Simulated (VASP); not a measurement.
Here is a VASP 6.6.1 calculation.

INCAR

```
SYSTEM = SrTiO3
PREC = Accurate
ENCUT = 520
EDIFF = 1E-7
ISMEAR = 1
SIGMA = 0.2681
LREAL = .FALSE.
LASPH = .TRUE.
NELM = 150
ALGO = Normal
ISIF = 2
LWAVE = .FALSE.
LCHARG = .FALSE.
ISPIN = 2
MAGMOM = 0 0 0 0 0 0 0 0 0 0
LORBIT = 11
LMAXMIX = 4
GGA = PE
NBANDS = 55
```

File KPOINTS:

```
Automatic mesh
0
Gamma
  4 5 4
  0.5 0.5 0.5
```

Contents of POSCAR:

```
SrTiO3
1.0
   -3.8677328300      0.0000000000     -3.8677328300
    0.0000000000     -3.8677328300      0.0000000000
   -3.8677328300      0.0000000000      3.8677328300
Sr Ti O
2 2 6
Direct
    0.0000000000      0.5000000000      0.5000000000
    0.5000000000      0.5000000000      0.0000000000
    0.0000000000      0.0000000000      0.0000000000
    0.5000000000      0.0000000000      0.5000000000
    0.7500000000      0.0000000000      0.7500000000
    0.2500000000      0.0000000000      0.2500000000
    0.0000000000      0.5000000000      0.0000000000
    0.5000000000      0.5000000000      0.5000000000
    0.7500000000      0.0000000000      0.2500000000
    0.2500000000      0.0000000000      0.7500000000
```

Potentials or basis: VASP PAW PBE potentials, release 64 (Sr_sv, Ti_sv, O).

Command:

```sh
$ cat potpaw_PBE.64/Sr_sv/POTCAR potpaw_PBE.64/Ti_sv/POTCAR potpaw_PBE.64/O/POTCAR > POTCAR
$ mpirun -np 1 vasp_std > vasp.out
```

Predict the pressure.

10.8 GPa.

Predict the band gap on the k mesh.

2.18 eV.

What does it give for the net moment?

0.00 μB per cell.

Stress tensor (GPa, compression positive):
```
10.82  0.00  0.00
 0.00 10.73  0.00
 0.00  0.00 10.82
```

A k mesh can miss the band edges. Expect the measured gap to be larger: semilocal functionals such as PBE lack the derivative discontinuity.
